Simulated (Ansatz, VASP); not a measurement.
# InP: VASP beside Ansatz

```xyz
2
Lattice="0.0000 2.9135 2.9135 2.9135 0.0000 2.9135 2.9135 2.9135 0.0000" Properties=species:S:1:pos:R:3 pbc="T T T"
In    0.0000    0.0000    0.0000
P     4.3703    4.3703    4.3703
```

Alike in both runs: functional LDA; k mesh 14 × 14 × 14; occupations gaussian, width 0.02 eV; no spin polarisation.

Ansatz relaxed the structure, and its values are those at the end. VASP's run is a single point on that final structure, the one shown.

|  | VASP | Ansatz |
| --- | --- | --- |
| version | VASP 6.6.1 | Ansatz 0.2.0 |
| potentials or method | VASP PAW LDA potentials, release 64 (In_d, P), cutoff 520 eV | scalar-relativistic, plane waves, PAW |
| valence electrons in the cell | 18 | 18 |

```tsv
	VASP	Ansatz	Ansatz less VASP
gap on the k mesh at the Fermi level (eV)	0.61	0.57	-0.031
least direct gap on the mesh (eV)	0.61	0.57	-0.031
pressure (GPa)	0.0	0.0	-0.02
```

Ansatz warns that its potentials were made for another functional, while VASP's fit it. LDA's correlation is that of Perdew and Zunger in VASP and of Perdew and Wang (1992) in Ansatz.
